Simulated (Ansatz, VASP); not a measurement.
**One calculation of MnHg, two programs**

```xyz
2
Lattice="3.3150 0.0000 0.0000 0.0000 3.3150 0.0000 0.0000 0.0000 3.3150" Properties=species:S:1:pos:R:3 pbc="T T T"
Mn    1.6575    1.6575    1.6575
Hg    0.0000    0.0000    0.0000
```

Alike in both runs: task electric field gradients; functional PBE; k mesh 10 × 10 × 10; occupations fermi-dirac, width 0.08 eV; collinear spin.

|  | VASP | Ansatz |
| --- | --- | --- |
| version | VASP 6.6.1 | Ansatz 0.2.0 |
| potentials or method | VASP PAW PBE potentials, release 64 (Mn_pv, Hg) | PAW with Ansatz's default frozen-core files, scalar-relativistic |
| plane-wave cutoff (eV) | 520 | 420 |
| valence electrons in the cell | 25 | 35 |

VASP gave:

* pressure (GPa): 0.8
* net moment per atom (μB): 1.95
* size of the moment on the site where the two differ most (μB): 3.81

**Question.** Estimate Ansatz's values.

**Answer.** Pressure (GPa): 0.3; net moment per atom (μB): 1.95; size of the moment on the site where the two differ most (μB): 3.87.

Site moments also hang on the region over which each program counts them. VASP's potentials hold 25 valence electrons a cell and Ansatz's 35, so a difference there can come from the potentials and not from the codes.

Neither program's run includes spin-orbit coupling.
